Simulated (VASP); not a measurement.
# CaO (F-43m) in VASP: a series of runs

CaO is run at these levels: PBEsol, PBE; tasks: vibrations by perturbation theory, dielectric tensor.

All numbers are computed with VASP 6.6.1; they aren't measurements. Logs are shortened: lines on timing, memory, paths and dates and some standing lists are left out, and cuts for length are marked.

## (1) The cell of the first run

The structure is cubic, space group F-43m (No. 216). The conventional cell has a = 5.180 Å, b = 5.180 Å, c = 5.180 Å, α = 90.00°, β = 90.00°, γ = 90.00°. Ca (site symmetry -43m) has 4 O at 2.24 Å within 3.0 Å. O (site symmetry -43m) has 4 Ca at 2.24 Å within 3.0 Å.

## (2) Vibrations by perturbation theory, PBEsol

File INCAR:

```
SYSTEM = CaO
PREC = Accurate
ENCUT = 520
EDIFF = 1E-8
ISMEAR = 0
SIGMA = 0.01
LREAL = .FALSE.
LASPH = .TRUE.
NELM = 60
ALGO = Normal
ISIF = 2
LWAVE = .FALSE.
LCHARG = .FALSE.
GGA = PS
NBANDS = 15
IBRION = 8
NSW = 1
LEPSILON = .TRUE.
```

File KPOINTS:

```
regular mesh
0
G
  8 8 8
  0 0 0
```

File POSCAR:

```
CaO
1.0
    0.0000000000      2.5898425003      2.5898425003
    2.5898425003      0.0000000000      2.5898425003
    2.5898425003      2.5898425003      0.0000000000
Ca O
1 1
Direct
    0.0000000000      0.0000000000      0.0000000000
    0.2500000000      0.2500000000      0.2500000000
```

Potentials or basis: VASP PAW PBE potentials, release 64 (Ca_sv, O).

Command:

```sh
cat potpaw_PBE.64/Ca_sv/POTCAR potpaw_PBE.64/O/POTCAR > POTCAR
mpirun -np 1 vasp_std > vasp.out
```

OUTCAR:

```text
SYSTEM = CaO
   PREC = Accurate
   ENCUT = 520
   EDIFF = 1E-8
   ISMEAR = 0
   LREAL = .FALSE.
   LASPH = .TRUE.
   NELM = 60
   ISIF = 2
   GGA = PS
   IBRION = 8
   NSW = 1
   LEPSILON = .TRUE.

 ion  position               nearest neighbor table
   1  0.000  0.000  0.000-   2 2.24   2 2.24   2 2.24   2 2.24
   2  0.250  0.250  0.250-   1 2.24   1 2.24   1 2.24   1 2.24

  LATTYP: Found a face centered cubic cell.
 ALAT       =     5.1796850006

  Lattice vectors:

 A1 = (   0.0000000000,   2.5898425003,   2.5898425003)
 A2 = (   2.5898425003,   0.0000000000,   2.5898425003)
 A3 = (   2.5898425003,   2.5898425003,   0.0000000000)

Analysis of symmetry for initial positions (statically):
=====================================================================
 Subroutine PRICEL returns:
 Original cell was already a primitive cell.

 Routine SETGRP: Setting up the symmetry group for a
 face centered cubic supercell.

 Subroutine GETGRP returns: Found 24 space group operations
 (whereof 24 operations were pure point group operations)
 out of a pool of 48 trial point group operations.

The static configuration has the point symmetry T_d .

Analysis of symmetry for dynamics (positions and initial velocities):
=====================================================================
 Subroutine PRICEL returns:
 Original cell was already a primitive cell.

 Routine SETGRP: Setting up the symmetry group for a
 face centered cubic supercell.

 Subroutine GETGRP returns: Found 24 space group operations
 (whereof 24 operations were pure point group operations)
 out of a pool of 48 trial point group operations.

The dynamic configuration has the point symmetry T_d .

 Subroutine INISYM returns: Found 24 space group operations
 (whereof 24 operations are pure point group operations),
 and found     1 'primitive' translations

----------------------------------------------------------------------------------------

                                     Primitive cell

  volume of cell :      34.7416

  direct lattice vectors                    reciprocal lattice vectors
     0.000000000  2.589842500  2.589842500    -0.193061933  0.193061933  0.193061933
     2.589842500  0.000000000  2.589842500     0.193061933 -0.193061933  0.193061933
     2.589842500  2.589842500  0.000000000     0.193061933  0.193061933 -0.193061933

  length of vectors
     3.662590388  3.662590388  3.662590388     0.334393077  0.334393077  0.334393077

  position of ions in fractional coordinates (direct lattice)
     0.000000000  0.000000000  0.000000000
     0.250000000  0.250000000  0.250000000

  ion indices of the primitive-cell ions
   primitive index   ion index
                 1           1
                 2           2

----------------------------------------------------------------------------------------

 KPOINTS: regular mesh

Automatic generation of k-mesh.
 Grid dimensions read from file:
 generate k-points for:    8    8    8

 Generating k-lattice:

  Cartesian coordinates                     Fractional coordinates (reciprocal lattice)
    -0.024132742  0.024132742  0.024132742     0.125000000  0.000000000  0.000000000
     0.024132742 -0.024132742  0.024132742     0.000000000  0.125000000  0.000000000
     0.024132742  0.024132742 -0.024132742     0.000000000  0.000000000  0.125000000

  Length of vectors
     0.041799135  0.041799135  0.041799135

  Shift w.r.t. Gamma in fractional coordinates (k-lattice)
     0.000000000  0.000000000  0.000000000

 Subroutine IBZKPT returns following result:
 ===========================================

 Found     29 irreducible k-points:

[... 538 lines left out ...]
  energy-cutoff  :      520.00
  volume of cell :       34.74
      direct lattice vectors                 reciprocal lattice vectors
     0.000000000  2.589842500  2.589842500    -0.193061933  0.193061933  0.193061933
     2.589842500  0.000000000  2.589842500     0.193061933 -0.193061933  0.193061933
     2.589842500  2.589842500  0.000000000     0.193061933  0.193061933 -0.193061933

 POSITION                                       TOTAL-FORCE (eV/Angst)
 -----------------------------------------------------------------------------------
      0.00000      0.00000      0.00000         0.000000      0.000000      0.000000
      1.29492      1.29492      1.29492        -0.000000     -0.000000     -0.000000
 -----------------------------------------------------------------------------------
    total drift:                               -0.000000     -0.000000     -0.000000

  FREE ENERGIE OF THE ION-ELECTRON SYSTEM (eV)
  ---------------------------------------------------
  free  energy   TOTEN  =       -12.9612346636 eV

  energy  without entropy=      -12.9612346636  energy(sigma->0) =      -12.96123466

 HEAD OF MICROSCOPIC STATIC DIELECTRIC TENSOR (INDEPENDENT PARTICLE, excluding Hartree and local field effects)
 ------------------------------------------------------
           3.547061     0.000000     0.000000
          -0.000000     3.547061     0.000000
          -0.000000     0.000000     3.547061
 ------------------------------------------------------

 Free energy of the ion-electron system (eV)
  ---------------------------------------------------
  ---------------------------------------------------
  free energy    TOTEN  =        -0.24672190 eV

  energy without entropy =       -0.24672190

------------------------ aborting loop because EDIFF is reached ----------------------------------------

--------------------------------------- Ionic step        2  -------------------------------------------

------------------------ aborting loop because EDIFF is reached ----------------------------------------

--------------------------------------- Ionic step        3  -------------------------------------------

------------------------ aborting loop because EDIFF is reached ----------------------------------------

 PIEZOELECTRIC TENSOR FIELD DIRECTION 3  (e Angst)
 -----------------------------------------------------------------------------
     0.00035 -0.67333  0.00000           (  0.00000  0.15060  0.00000)
    -0.67333  0.00035  0.00000           (  0.15060  0.00000  0.00000)
     0.00000  0.00000 -0.00043           (  0.00000  0.00000 -0.00000)

 PIEZOELECTRIC TENSOR FIELD DIRECTION 3  (C/m^2)
 -----------------------------------------------------------------------------
     0.00016 -0.31052  0.00000
    -0.31052  0.00016  0.00000
     0.00000  0.00000 -0.00020

--------------------------------------- Ionic step        4  -------------------------------------------

------------------------ aborting loop because EDIFF is reached ----------------------------------------

[... ionic steps 5 to 6 ...]

--------------------------------------- Ionic step        7  -------------------------------------------

 Free energy of the ion-electron system (eV)
  ---------------------------------------------------
  ---------------------------------------------------
  free energy    TOTEN  =        -0.36467134 eV

  energy without entropy =       -0.36467134

------------------------ aborting loop because EDIFF is reached ----------------------------------------

 INTERNAL STRAIN TENSOR  FOR ION    2  DIRECTION 1   (eV/Angst):
 -----------------------------------------------------------------------------
    -0.00007  0.00000  0.00000
     0.00000 -0.00246 -5.91082
     0.00000 -5.91082 -0.00246

 MACROSCOPIC STATIC DIELECTRIC TENSOR (including local field effects in DFT)
 ------------------------------------------------------
           3.337489     0.000000    -0.000000
           0.000000     3.337489     0.000000
           0.000000     0.000000     3.337489
 ------------------------------------------------------

 PIEZOELECTRIC TENSOR (including local field effects)  for field in x, y, z        (e  Angst)
          XX          YY          ZZ          XY          YZ          ZX
  --------------------------------------------------------------------------------
  x     0.00000     0.00000    -0.00000     0.00000    -0.67723     0.00000
  y     0.00000     0.00000     0.00000     0.00000     0.00000    -0.67723
  z     0.00000     0.00000     0.00000    -0.67723     0.00000     0.00000

 PIEZOELECTRIC TENSOR (including local field effects)  for field in x, y, z        (C/m^2)
          XX          YY          ZZ          XY          YZ          ZX
  --------------------------------------------------------------------------------
  x     0.00000     0.00000    -0.00000     0.00000    -0.31232     0.00000
  y     0.00000     0.00000     0.00000     0.00000     0.00000    -0.31232
  z     0.00000     0.00000     0.00000    -0.31232     0.00000     0.00000

 BORN EFFECTIVE CHARGES (including local field effects) (in |e|, cummulative output)
 ---------------------------------------------------------------------------------
 ion    1
    1     2.09103     0.00000     0.00000
    2     0.00000     2.09103     0.00000
    3     0.00000     0.00000     2.09103
 ion    2
    1    -2.09103     0.00000     0.00000
    2    -0.00000    -2.09103    -0.00000
    3     0.00000     0.00000    -2.09103

 INTERNAL STRAIN TENSOR FOR ION    2 for displacements in x,y,z  (eV/Angst):
          X           Y           Z          XY          YZ          ZX
  --------------------------------------------------------------------------------
  x     0.00000    -0.00000    -0.00000     0.00000    -5.91082     0.00000
  y     0.00000     0.00000     0.00000     0.00000     0.00000    -5.91082
  z    -0.00000    -0.00000     0.00000    -5.91082     0.00000     0.00000

 SECOND DERIVATIVES (NOT SYMMETRIZED)
 ------------------------------------
               1X          1Y          1Z          2X          2Y          2Z
  1X    -6.282422    0.000000    0.000000    6.282422    0.000000    0.000000
  1Y     0.000000   -6.282422    0.000000    0.000000    6.282422    0.000000
  1Z     0.000000    0.000000   -6.282422    0.000000    0.000000    6.282422
  2X     6.287133    0.000000    0.000000   -6.287133    0.000000    0.000000
  2Y     0.000000    6.287133    0.000000    0.000000   -6.287133    0.000000
  2Z     0.000000    0.000000    6.287133    0.000000    0.000000   -6.287133

 Eigenvectors and eigenvalues of the dynamical matrix
 ----------------------------------------------------

   1 f  =   11.590813 THz    72.827223 2PiTHz  386.627892 cm-1    47.935728 meV
             X         Y         Z           dx          dy          dz
      0.000000  0.000000  0.000000     0.534008   -0.000000   -0.000000
      1.294921  1.294921  1.294921    -0.845480   -0.000000   -0.000000
[... 21 lines left out ...]
   6 f/i=    0.001961 THz     0.012324 2PiTHz    0.065424 cm-1     0.008112 meV
             X         Y         Z           dx          dy          dz
      0.000000  0.000000  0.000000     0.080961    0.113265    0.833938
      1.294921  1.294921  1.294921     0.051135    0.071538    0.526718

--------------------------------------------------------------------------------------------------------

 MACROSCOPIC STATIC DIELECTRIC TENSOR IONIC CONTRIBUTION
 ------------------------------------------------------
           3.623643     0.000000     0.000000
           0.000000     3.623643     0.000000
           0.000000     0.000000     3.623643
 ------------------------------------------------------

 ELASTIC MODULI CONTR FROM IONIC RELAXATION (kBar)
 Direction    XX          YY          ZZ          XY          YZ          ZX
 --------------------------------------------------------------------------------
 XX          -0.0000     -0.0000     -0.0000     -0.0000     -0.0000      0.0000
 YY          -0.0000     -0.0000     -0.0000     -0.0000     -0.0000      0.0000
 ZZ          -0.0000     -0.0000     -0.0000     -0.0000     -0.0000      0.0000
 XY          -0.0000     -0.0000     -0.0000   -252.8661      0.0000      0.0000
 YZ          -0.0000     -0.0000     -0.0000      0.0000   -252.8661      0.0000
 ZX           0.0000      0.0000      0.0000      0.0000      0.0000   -252.8661
 --------------------------------------------------------------------------------

 PIEZOELECTRIC TENSOR IONIC CONTR  for field in x, y, z        (C/m^2)
          XX          YY          ZZ          XY          YZ          ZX
  --------------------------------------------------------------------------------
  x     0.00000     0.00000     0.00000     0.00000     0.90072     0.00000
  y    -0.00000    -0.00000    -0.00000     0.00000     0.00000     0.90072
  z     0.00000     0.00000     0.00000     0.90072     0.00000     0.00000
```

Wall time 6 min (1 thread of AMD EPYC 9R45 (Zen 5), shared host); peak memory 0.24 GiB.

What came out:

```
Electronic dielectric tensor (diagonal)                 : 3.34
Born charges (mean of the diagonal)                     : Ca +2.09; O -2.09 e
Highest phonon frequency at Γ, LO-TO splitting left out : 387 cm⁻¹
```

Phonon frequencies in cm⁻¹ (negative: imaginary):
| q point | frequencies |
| --- | --- |
| (0.000, 0.000, 0.000) | 0 0 0 387 387 387 |

Electronic dielectric tensor:
```
3.34 0.00 0.00
0.00 3.34 0.00
0.00 0.00 3.34
```

Born effective charge tensors (e):
atom 1, Ca
```
2.09 0.00 0.00
0.00 2.09 0.00
0.00 0.00 2.09
```
atom 2, O
```
-2.09  0.00  0.00
 0.00 -2.09  0.00
 0.00  0.00 -2.09
```

Caveat: the PAW data sets were made with another functional, which shifts forces and pressure a little.

## (3) Dielectric tensor, PBE

This run uses another cell than the first one, of 17.71 Å³/atom, 1.020 times its volume.

File INCAR:

```
PREC = Accurate ; ENCUT = 520
EDIFF = 1E-8 ; ISMEAR = 0
SIGMA = 0.01 ; LREAL = F
LASPH = T ; NELM = 60
ALGO = Normal ; ISIF = 2
LWAVE = F ; LCHARG = F
GGA = PE ; LEPSILON = T
```

File KPOINTS:

```
regular mesh
0
Gamma
  8 8 8
```

File POSCAR:

```
CaO
1.0
    0.0000000000      2.6067317390      2.6067317390
    2.6067317390      0.0000000000      2.6067317390
    2.6067317390      2.6067317390      0.0000000000
Ca O
1 1
Direct
    0.0000000000      0.0000000000      0.0000000000
    0.2500000000      0.2500000000      0.2500000000
```

Potentials or basis: VASP PAW PBE potentials, release 64 (Ca_sv, O).

Command:

```sh
cat potpaw_PBE.64/Ca_sv/POTCAR potpaw_PBE.64/O/POTCAR > POTCAR
mpirun -np 1 vasp_std > vasp.out
```

OUTCAR:

```text
PREC = Accurate
   ENCUT = 520
   EDIFF = 1E-8
   ISMEAR = 0
   LREAL = F
   LASPH = T
   NELM = 60
   ISIF = 2
   GGA = PE
   LEPSILON = T

 ion  position               nearest neighbor table
   1  0.000  0.000  0.000-   2 2.26   2 2.26   2 2.26   2 2.26
   2  0.250  0.250  0.250-   1 2.26   1 2.26   1 2.26   1 2.26

  LATTYP: Found a face centered cubic cell.
 ALAT       =     5.2134634780

  Lattice vectors:

 A1 = (   0.0000000000,   2.6067317390,   2.6067317390)
 A2 = (   2.6067317390,   0.0000000000,   2.6067317390)
 A3 = (   2.6067317390,   2.6067317390,   0.0000000000)

Analysis of symmetry for initial positions (statically):
=====================================================================
 Subroutine PRICEL returns:
[... 605 lines left out ...]
     0.00000  0.00000 -0.00011

 MACROSCOPIC STATIC DIELECTRIC TENSOR (including local field effects in DFT)
 ------------------------------------------------------
           3.279485     0.000000    -0.000000
           0.000000     3.279485    -0.000000
           0.000000    -0.000000     3.279485
 ------------------------------------------------------

 PIEZOELECTRIC TENSOR (including local field effects)  for field in x, y, z        (e  Angst)
          XX          YY          ZZ          XY          YZ          ZX
  --------------------------------------------------------------------------------
  x    -0.00000    -0.00000    -0.00000     0.00000    -0.69160    -0.00000
  y     0.00000     0.00000     0.00000    -0.00000    -0.00000    -0.69160
  z     0.00000     0.00000     0.00000    -0.69160    -0.00000     0.00000

 PIEZOELECTRIC TENSOR (including local field effects)  for field in x, y, z        (C/m^2)
          XX          YY          ZZ          XY          YZ          ZX
  --------------------------------------------------------------------------------
  x    -0.00000    -0.00000    -0.00000     0.00000    -0.31279    -0.00000
  y     0.00000     0.00000     0.00000    -0.00000    -0.00000    -0.31279
  z     0.00000     0.00000     0.00000    -0.31279    -0.00000     0.00000

 BORN EFFECTIVE CHARGES (including local field effects) (in |e|, cummulative output)
 ---------------------------------------------------------------------------------
 ion    1
    1     2.09183     0.00000     0.00000
    2     0.00000     2.09183     0.00000
    3     0.00000     0.00000     2.09183
 ion    2
    1    -2.09183     0.00000    -0.00000
    2    -0.00000    -2.09183     0.00000
    3    -0.00000    -0.00000    -2.09183
```

stdout:

```text
POSCAR found type information on POSCAR CaO
 POSCAR found :  2 types and       2 ions
 scaLAPACK will be used
 LDA part: xc-table for (Slater+PW92), standard interpolation
 POSCAR, INCAR and KPOINTS ok, starting setup
 FFT: planning ... GRIDC
 FFT: planning ... GRID_SOFT
 FFT: planning ... GRID
 WAVECAR not read
 entering main loop
 Linear response reoptimize wavefunctions to high precision
 Linear response G [H, r] |phi>, progress :
  Direction:   1
 Linear response G [H, r] |phi>, progress :
  Direction:   2
 Linear response G [H, r] |phi>, progress :
  Direction:   3
 Linear response to external field (no local field effect), progress :
  Direction:   1
 dielectric tensor                  component  1 :     3.476     0.010     0.036
 Linear response to external field (no local field effect), progress :
  Direction:   2
 dielectric tensor                  component  2 :     0.010     3.275    -0.072
 Linear response to external field (no local field effect), progress :
  Direction:   3
 dielectric tensor                  component  3 :     0.041    -0.074     3.653
 Linear response to external field, progress :
  Direction:   1
 dielectric tensor                  component  1 :     3.279     0.018     0.007
 Linear response to external field, progress :
  Direction:   2
 dielectric tensor                  component  2 :     0.031     3.279    -0.035
 Linear response to external field, progress :
  Direction:   3
 dielectric tensor                  component  3 :     0.018     0.007     3.279
 Born effective charges drift removed
```

Wall time 2.9 min (1 thread of AMD EPYC 9R45 (Zen 5), shared host); peak memory 0.22 GiB.

Results:

| Item | Value |
| --- | --- |
| Band gap on the k mesh | 3.33 eV, indirect (least direct gap 3.95 eV) |
| Electronic dielectric tensor (diagonal) | 3.28 |
| Born charges (mean of the diagonal) | Ca +2.09; O -2.09 e |

Levels at points of the mesh, in eV from the valence-band top:
| k point | band 4 | band 5 | band 6 | band 7 | band 8 | band 9 | band 10 | band 11 | band 12 |
| --- | --- | --- | --- | --- | --- | --- | --- | --- | --- |
| (0.00, 0.00, 0.00) | -18.09 | -14.79 | -0.63 | -0.63 | -0.63 | 3.33 | 7.97 | 7.97 | 9.60 |
| (0.50, 0.00, 0.00) | -18.14 | -14.14 | -1.00 | -0.37 | -0.37 | 6.14 | 7.88 | 7.88 | 8.23 |
| (0.50, 0.50, 0.00) | -18.23 | -13.94 | -1.43 | 0.00 | 0.00 | 4.93 | 6.63 | 9.01 | 9.34 |

Electronic dielectric tensor:
```
3.28 0.00 0.00
0.00 3.28 0.00
0.00 0.00 3.28
```

Born effective charge tensors (e):
atom 1, Ca
```
2.09 0.00 0.00
0.00 2.09 0.00
0.00 0.00 2.09
```
atom 2, O
```
-2.09  0.00  0.00
 0.00 -2.09  0.00
 0.00  0.00 -2.09
```

A k mesh can miss the band edges. Expect the measured gap to be larger: semilocal functionals such as PBE lack the derivative discontinuity.
